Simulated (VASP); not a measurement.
Input of a VASP 6.6.1 run:

INCAR

```
PREC = Accurate ; ENCUT = 520
EDIFF = 1E-6 ; ISMEAR = 0
SIGMA = 0.05 ; LREAL = False
LASPH = True ; NELM = 80
ALGO = Normal ; ISIF = 2
LWAVE = False ; LCHARG = False
GGA = PS ; NBANDS = 19
```

KPOINTS

```
Automatic mesh
0
Gamma
  8 8 8
```

The input POSCAR:

```
BaSi3
1.0
    4.3546414057      0.0000000000      0.0000000000
    0.0000000000      4.3546414057      0.0000000000
    0.0000000000      0.0000000000      4.3546414057
Ba Si
1 3
Direct
    0.0000000000      0.0000000000      0.0000000000
    0.0000000000      0.5000000000      0.5000000000
    0.5000000000      0.5000000000      0.0000000000
    0.5000000000      0.0000000000      0.5000000000
```

Potentials or basis: VASP PAW PBE potentials, release 64 (Ba_sv, Si).

Command:

```console
$ cat potpaw_PBE.64/Ba_sv/POTCAR potpaw_PBE.64/Si/POTCAR > POTCAR
$ mpirun -np 1 vasp_std > vasp.out
```

(1) Estimate the band gap on the k mesh.

(2) What does it give for the pressure?

Results:

(1) zero (bands 11 and 12 overlap by 2.10 eV).

(2) 3.9 GPa.

Caveat: the cell stands under pressure; the PAW data sets were made with another functional, which shifts forces and pressure a little; spin-orbit coupling is left out, which moves the levels of the heavy elements.
